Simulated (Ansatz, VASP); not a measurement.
One calculation of W, two programs

```
W
1.0
     2.59273    0.00000    0.00000
     0.00000    2.59273    0.00000
     0.00000    0.00000    2.59273
W
1
Cartesian
  0.0000 0.0000 0.0000
```

Alike in both runs: functional LDA; k mesh 12 × 12 × 12; occupations fermi-dirac, width 0.1 eV; no spin polarisation.

Ansatz relaxed the structure, and its values are those at the end. VASP's run is a single point on that final structure, the one shown.

|  | VASP | Ansatz |
| --- | --- | --- |
| version | VASP 6.6.1 | Ansatz 0.2.0 |
| potentials or method | VASP PAW LDA potentials, release 64 (W_sv), cutoff 520 eV | plane waves (420 eV) with PAW, scalar-relativistic |
| valence electrons in the cell | 14 | 14 |

|  | VASP | Ansatz | Ansatz less VASP |
| --- | --- | --- | --- |
| pressure (GPa) | 1.6 | 0.0 | -1.65 |

Ansatz warns that its potentials were made for another functional, while VASP's fit it. LDA's correlation is that of Perdew and Zunger in VASP and of Perdew and Wang (1992) in Ansatz.

Spin-orbit coupling is off throughout.
